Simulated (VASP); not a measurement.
# PbSe (Pm-3m) in VASP: notebook

PbSe is run at these levels: r2SCAN; tasks: single point.

Everything below comes from runs of VASP 6.6.1. Logs are shortened: lines on timing, memory, paths and dates and some standing lists are left out, and cuts for length are marked.

## (1) The cell of the first run

Symmetry: Pm-3m, No. 221, cubic system. Conventional cell: a = 3.835 Å, b = 3.835 Å, c = 3.835 Å, α = 90.00°, β = 90.00°, γ = 90.00°. Pb (site symmetry m-3m) has 8 Se at 3.32 Å and 6 Pb at 3.83 Å within 4.4 Å. Se (site symmetry m-3m) has 8 Pb at 3.32 Å and 6 Se at 3.83 Å within 4.4 Å.

## (2) Single point, r2SCAN (strained)

Input file POSCAR:

```
PbSe
1.0
    3.8347291690      0.0000000000      0.0000000000
    0.0000000000      3.8347291690      0.0000000000
    0.0000000000      0.0000000000      3.8347291690
Pb Se
1 1
Direct
    0.0000000000      0.0000000000      0.0000000000
    0.5000000000      0.5000000000      0.5000000000
```

Input file INCAR.step1:

```
SYSTEM = PbSe
  ALGO = Normal
  EDIFF = 1E-4
  ENCUT = 520
  GGA = PE
  ISMEAR = 0
  LASPH = .TRUE.
  LCHARG = .FALSE.
  LREAL = .FALSE.
  LWAVE = .TRUE.
  NBANDS = 17
  NELM = 60
  PREC = Accurate
  SIGMA = 0.1
```

Input file INCAR.step2:

```
SYSTEM = PbSe
  ALGO = Normal
  EDIFF = 1E-7
  ENCUT = 520
  ISIF = 2
  ISMEAR = 0
  ISTART = 1
  LASPH = .TRUE.
  LCHARG = .FALSE.
  LMIXTAU = .TRUE.
  LREAL = .FALSE.
  LWAVE = .FALSE.
  METAGGA = R2SCAN
  NBANDS = 17
  NELM = 60
  PREC = Accurate
  SIGMA = 0.1
```

Input file KPOINTS:

```
k-points
0
G
  12 12 12
  0 0 0
```

Potentials or basis: VASP PAW PBE potentials, release 64 (Pb_d, Se).

Started as:

```
cat potpaw_PBE.64/Pb_d/POTCAR potpaw_PBE.64/Se/POTCAR > POTCAR
cp INCAR.step1 INCAR
mpirun -np 1 vasp_std > vasp.out
cp INCAR.step2 INCAR
mpirun -np 1 vasp_std > vasp.out
```

OUTCAR:

```text
SYSTEM = PbSe
   EDIFF = 1E-7
   ENCUT = 520
   ISIF = 2
   ISMEAR = 0
   ISTART = 1
   LASPH = .TRUE.
   LREAL = .FALSE.
   METAGGA = R2SCAN
   NELM = 60
   PREC = Accurate

 ion  position               nearest neighbor table
   1  0.000  0.000  0.000-   2 3.32   2 3.32   2 3.32   2 3.32   2 3.32   2 3.32   2 3.32   2 3.32

   2  0.500  0.500  0.500-   1 3.32   1 3.32   1 3.32   1 3.32   1 3.32   1 3.32   1 3.32   1 3.32

  LATTYP: Found a simple cubic cell.
 ALAT       =     3.8347291690

  Lattice vectors:

 A1 = (   3.8347291690,   0.0000000000,   0.0000000000)
 A2 = (   0.0000000000,   3.8347291690,   0.0000000000)
 A3 = (   0.0000000000,   0.0000000000,   3.8347291690)

Analysis of symmetry for initial positions (statically):
=====================================================================
 Subroutine PRICEL returns:
 Original cell was already a primitive cell.

 Routine SETGRP: Setting up the symmetry group for a
 simple cubic supercell.

 Subroutine GETGRP returns: Found 48 space group operations
 (whereof 48 operations were pure point group operations)
 out of a pool of 48 trial point group operations.

The static configuration has the point symmetry O_h .

Analysis of symmetry for dynamics (positions and initial velocities):
=====================================================================
 Subroutine PRICEL returns:
 Original cell was already a primitive cell.

 Routine SETGRP: Setting up the symmetry group for a
 simple cubic supercell.

 Subroutine GETGRP returns: Found 48 space group operations
 (whereof 48 operations were pure point group operations)
 out of a pool of 48 trial point group operations.

The dynamic configuration has the point symmetry O_h .

 Subroutine INISYM returns: Found 48 space group operations
 (whereof 48 operations are pure point group operations),
 and found     1 'primitive' translations

----------------------------------------------------------------------------------------

                                     Primitive cell

  volume of cell :      56.3903

  direct lattice vectors                    reciprocal lattice vectors
     3.834729169  0.000000000  0.000000000     0.260774609  0.000000000  0.000000000
     0.000000000  3.834729169  0.000000000     0.000000000  0.260774609  0.000000000
     0.000000000  0.000000000  3.834729169     0.000000000  0.000000000  0.260774609

  length of vectors
     3.834729169  3.834729169  3.834729169     0.260774609  0.260774609  0.260774609

  position of ions in fractional coordinates (direct lattice)
     0.000000000  0.000000000  0.000000000
     0.500000000  0.500000000  0.500000000

  ion indices of the primitive-cell ions
   primitive index   ion index
                 1           1
                 2           2

----------------------------------------------------------------------------------------

 KPOINTS: k-points

Automatic generation of k-mesh.
 Grid dimensions read from file:
 generate k-points for:   12   12   12

 Generating k-lattice:

  Cartesian coordinates                     Fractional coordinates (reciprocal lattice)
     0.021731217  0.000000000  0.000000000     0.083333333  0.000000000  0.000000000
     0.000000000  0.021731217  0.000000000     0.000000000  0.083333333  0.000000000
     0.000000000  0.000000000  0.021731217     0.000000000  0.000000000  0.083333333

  Length of vectors
     0.021731217  0.021731217  0.021731217

  Shift w.r.t. Gamma in fractional coordinates (k-lattice)
     0.000000000  0.000000000  0.000000000

 Subroutine IBZKPT returns following result:
 ===========================================

 Found     84 irreducible k-points:

 Following reciprocal coordinates:
            Coordinates               Weight
  0.000000  0.000000  0.000000      1.000000
  0.083333  0.000000  0.000000      6.000000
  0.166667  0.000000  0.000000      6.000000
  0.250000  0.000000  0.000000      6.000000
  0.333333  0.000000  0.000000      6.000000
  0.416667  0.000000  0.000000      6.000000
[... 16 lines left out ...]
  0.333333  0.333333  0.000000     12.000000
  0.416667  0.333333  0.000000     24.000000
 [... further k-points ...]
   k-points           NKPTS =     84   k-points in BZ     NKDIM =     84   number of bands    NBANDS=     17
   number of dos      NEDOS =    301   number of ions     NIONS =      2
   total plane-waves  NPLWV =  27000
   dimension x,y,z NGX =    30 NGY =   30 NGZ =   30
   dimension x,y,z NGXF=    60 NGYF=   60 NGZF=   60
   ions per type =               1   1
   NGX,Y,Z   is equivalent  to a cutoff of  13.01, 13.01, 13.01 a.u.
   NGXF,Y,Z  is equivalent  to a cutoff of  26.01, 26.01, 26.01 a.u.
 SYSTEM =  PbSe
   PREC   = accura    normal or accurate (medium, high low for compatibility)
   ISTART =      1    job   : 0-new  1-cont  2-samecut
   ICHARG =      0    charge: 1-file 2-atom 10-const
   ISPIN  =      1    spin polarized calculation?
   LNONCOLLINEAR =      F non collinear calculations
   LSORBIT =      F    spin-orbit coupling
   LASPH  =      T    aspherical Exc in radial PAW
   ENCUT  =  520.0 eV  38.22 Ry    6.18 a.u.   7.13  7.13  7.13*2*pi/ulx,y,z
   NELM   =     60;   NELMIN=  2; NELMDL=  0     # of ELM steps
   EDIFF  = 0.1E-06   stopping-criterion for ELM
   LREAL  =      F    real-space projection
   EDIFFG = 0.1E-05   stopping-criterion for IOM
   NSW    =      0    number of steps for IOM
   IBRION =     -1    ionic relax: 0-MD 1-quasi-New 2-CG
   NFREE  =      0    steps in history (QN), initial steepest desc. (CG)
   ISIF   =      2    stress and relaxation
   ISYM   =      2    0-nonsym 1-usesym 2-fastsym
   POTIM  = 0.5000    time-step for ionic-motion
   TEBEG  =    0.0;   TEEND  =   0.0 temperature during run
   PSTRESS=    0.0 pullay stress
   NELECT =      20.0000    total number of electrons
   NUPDOWN=      -1.0000    fix difference up-down
   EMIN   =  10.00;   EMAX   =-10.00  energy-range for DOS
   EFERMI =   0.00;   METHOD = LEGACY
   ISMEAR =     0;   SIGMA  =   0.10  broadening in eV -4-tet -1-fermi 0-gaus
   EFERMI_NEDOS =   21; number of points for ismear=-14 and -15
   IALGO  =     38    algorithm
   IMIX   =      4    mixing-type and parameters
     AMIX     =   0.40;   BMIX     =  1.00
     AMIX_MAG =   1.60;   BMIX_MAG =  1.00
  volume/ion in A,a.u.               =      28.20       190.27
  Fermi-wavevector in a.u.,A,eV,Ry     =   1.158822  2.189856 18.270840  1.342869
  Thomas-Fermi vector in A             =   2.295421
   LORBIT       =      0    0 simple, 1 ext, 2 COOP (PROOUT), +10 PAW based schemes
   METAGGA = R2SCAN    functional components
   LHFCALC =     F    Hartree Fock is set to
   AEXX    =    0.0000 exact exchange contribution
   IVDW    =     0    specifies the selected vdW correction
   LEPSILON=     F    determine dielectric tensor
   LRPA    =     F    only Hartree local field effects (RPA)
 non-spin polarized calculation
 Gauss-broadening in eV      SIGMA  =   0.10
  energy-cutoff  :      520.00
  volume of cell :       56.39
 maximum number of plane-waves:      1568
 NGX is ok and might be reduce to    30
   NGX = 15   NGY = 15   NGZ = 15

 number of electron      20.0000005 magnetization

 Free energy of the ion-electron system (eV)
  ---------------------------------------------------
  ext. energy  EPLUGINS =         0.00000000
  ---------------------------------------------------
  free energy    TOTEN  =       -71.39139728 eV

  energy without entropy =      -71.38886261  energy(sigma->0) =      -71.39012994

 E-fermi :   4.7735     XC(G=0): -10.2515

 val. band max:        4.7452391079   @ k =   0.5000   0.5000   0.0000
 cond. band min:       4.8206603760   @ k =   0.1667   0.1667   0.1667
 fundamental gap:      0.0754212681
 Fermi energy:         4.7735410396

 k-point     1 :       0.0000    0.0000    0.0000
  band No.  band energies     occupation
      1     -12.8937      2.00000
      2     -12.8937      2.00000
      3     -12.7586      2.00000
      4     -12.7586      2.00000
      5     -12.7586      2.00000
      6      -8.6503      2.00000
[... 9 lines left out ...]
     16      16.3707      0.00000
     17      17.9728      0.00000

 k-point     2 :       0.0833    0.0000    0.0000
  band No.  band energies     occupation
      1     -12.8933      2.00000
      2     -12.8869      2.00000
      3     -12.7611      2.00000
      4     -12.7611      2.00000
      5     -12.7584      2.00000
      6      -8.6007      2.00000
[... 9 lines left out ...]
     16      16.8098      0.00000
     17      17.6912      0.00000

 k-point     3 :       0.1667    0.0000    0.0000
  band No.  band energies     occupation
      1     -12.8924      2.00000
      2     -12.8686      2.00000
      3     -12.7677      2.00000
      4     -12.7677      2.00000
      5     -12.7577      2.00000
      6      -8.4570      2.00000
[... 9 lines left out ...]
     16      17.0243      0.00000
     17      17.4554      0.00000

 k-point     4 :       0.2500    0.0000    0.0000
  band No.  band energies     occupation
      1     -12.8910      2.00000
      2     -12.8435      2.00000
      3     -12.7767      2.00000
      4     -12.7767      2.00000
      5     -12.7569      2.00000
      6      -8.2363      2.00000
[... 9 lines left out ...]
     16      15.8502      0.00000
     17      17.5358      0.00000
[... 343 lines left out ...]
      1     -12.8570      2.00000
      2     -12.8322      2.00000
      3     -12.7912      2.00000
      4     -12.7714      2.00000
      5     -12.7693      2.00000
      6      -7.3751      2.00000
[... 9 lines left out ...]
     16      15.5784      0.00000
     17      16.3644      0.00000

 k-point    23 :       0.3333    0.3333    0.0000
  band No.  band energies     occupation
      1     -12.8522      2.00000
      2     -12.8345      2.00000
      3     -12.7818      2.00000
      4     -12.7803      2.00000
      5     -12.7737      2.00000
      6      -7.4432      2.00000
[... 9 lines left out ...]
     16      14.8140      0.00000
     17      16.6287      0.00000

 k-point    24 :       0.4167    0.3333    0.0000
  band No.  band energies     occupation
      1     -12.8482      2.00000
      2     -12.8460      2.00000
      3     -12.7872      2.00000
      4     -12.7799      2.00000
      5     -12.7579      2.00000
      6      -7.2854      2.00000
[... 9 lines left out ...]
     16      14.7639      0.00000
     17      15.8097      0.00000

 [... further k-points ...]

------------------------ aborting loop because EDIFF is reached ----------------------------------------

  FORCE on cell =-STRESS in cart. coord.  units (eV):
  Direction    XX          YY          ZZ          XY          YZ          ZX
  --------------------------------------------------------------------------------------
  -------------------------------------------------------------------------------------
  Total       -0.9144299     -0.9144299     -0.9144299     -0.0000000      0.0000000      0.0000000
  in kB      -25.9810623    -25.9810623    -25.9810623     -0.0000000      0.0000000      0.0000000
  external PRESSURE =     -25.9810623 kB  Pullay stress =       0.0000000 kB

 VOLUME and BASIS-vectors are now :
 -----------------------------------------------------------------------------
  energy-cutoff  :      520.00
  volume of cell :       56.39
      direct lattice vectors                 reciprocal lattice vectors
     3.834729169  0.000000000  0.000000000     0.260774609  0.000000000  0.000000000
     0.000000000  3.834729169  0.000000000     0.000000000  0.260774609  0.000000000
     0.000000000  0.000000000  3.834729169     0.000000000  0.000000000  0.260774609

 POSITION                                       TOTAL-FORCE (eV/Angst)
 -----------------------------------------------------------------------------------
      0.00000      0.00000      0.00000         0.000000      0.000000      0.000000
      1.91736      1.91736      1.91736         0.000000      0.000000      0.000000
 -----------------------------------------------------------------------------------
    total drift:                               -0.000000     -0.000000     -0.000000

  FREE ENERGIE OF THE ION-ELECTRON SYSTEM (eV)
  ---------------------------------------------------
  free  energy   TOTEN  =       -71.3913972761 eV

  energy  without entropy=      -71.3888626067  energy(sigma->0) =      -71.39012994
```

Wall time 3.4 min (1 thread of AMD EPYC 7R13 (Zen 3), shared host); peak memory 0.2 GiB.

What came out:

```
Free energy            : -71.3914 eV
Pressure               : -2.6 GPa
Band gap on the k mesh : zero (bands 10 and 11 overlap by 0.35 eV)
```

Caveat: the cell differs from its parent crystal (strained); semilocal functionals underestimate gaps, so a narrow gap can read as zero; the PAW data sets were made with another functional, which shifts forces and pressure a little; spin-orbit coupling is left out, which moves the levels of the heavy elements.

## (3) Single point, r2SCAN (strained)

Input file POSCAR:

```
PbSe
1.0
    3.8993275456      0.0000000000      0.0000000000
    0.0000000000      3.8993275456      0.0000000000
    0.0000000000      0.0000000000      3.8993275456
Pb Se
1 1
Direct
    0.0000000000      0.0000000000      0.0000000000
    0.5000000000      0.5000000000      0.5000000000
```

Input file INCAR.step1:

```
SYSTEM = PbSe
PREC = Accurate
ENCUT = 520
ISMEAR = 0
SIGMA = 0.1
LREAL = .False.
LASPH = .True.
NELM = 80
NBANDS = 17
GGA = PE
ALGO = Normal
EDIFF = 1E-4
LWAVE = .True.
LCHARG = .False.
```

Input file INCAR.step2:

```
SYSTEM = PbSe
PREC = Accurate
ENCUT = 520
EDIFF = 1E-6
ISMEAR = 0
SIGMA = 0.1
LREAL = .False.
LASPH = .True.
NELM = 80
ALGO = Normal
ISIF = 2
LWAVE = .False.
LCHARG = .False.
METAGGA = R2SCAN
LMIXTAU = .True.
NBANDS = 17
ISTART = 1
```

Input file KPOINTS:

```
Automatic mesh
0
Gamma
  12 12 12
  0 0 0
```

Potentials or basis: VASP PAW PBE potentials, release 64 (Pb_d, Se).

Started as:

```
cat potpaw_PBE.64/Pb_d/POTCAR potpaw_PBE.64/Se/POTCAR > POTCAR
cp INCAR.step1 INCAR
mpirun -np 1 vasp_std > vasp.out
cp INCAR.step2 INCAR
mpirun -np 1 vasp_std > vasp.out
```

It took 3.4 min on 1 thread of AMD EPYC 7R13 (Zen 3), shared host; peak memory 0.2 GiB.

Results (log left out):

| Quantity | Value |
| --- | --- |
| Free energy | -71.3271 eV |
| Pressure | -4.5 GPa |
| Band gap on the k mesh | zero (bands 10 and 11 overlap by 0.19 eV) |

Levels at points of the mesh, in eV from the Fermi level:
| k point | band 8 | band 9 | band 10 | band 11 | band 12 | band 13 |
| --- | --- | --- | --- | --- | --- | --- |
| (0.00, 0.00, 0.00) | -1.36 | -1.36 | -1.36 | 5.72 | 5.72 | 5.74 |
| (0.50, 0.00, 0.00) | -0.48 | -0.27 | -0.27 | 0.33 | 3.43 | 3.43 |
| (0.50, 0.50, 0.00) | -3.93 | -3.93 | -0.02 | 4.06 | 4.06 | 4.76 |
| (0.50, 0.50, 0.50) | -2.12 | -2.12 | -2.12 | -0.21 | -0.21 | -0.21 |

Caveat: the cell differs from its parent crystal (strained); the cell stands under tension; semilocal functionals underestimate gaps, so a narrow gap can read as zero; the PAW data sets were made with another functional, which shifts forces and pressure a little; spin-orbit coupling is left out, which moves the levels of the heavy elements.
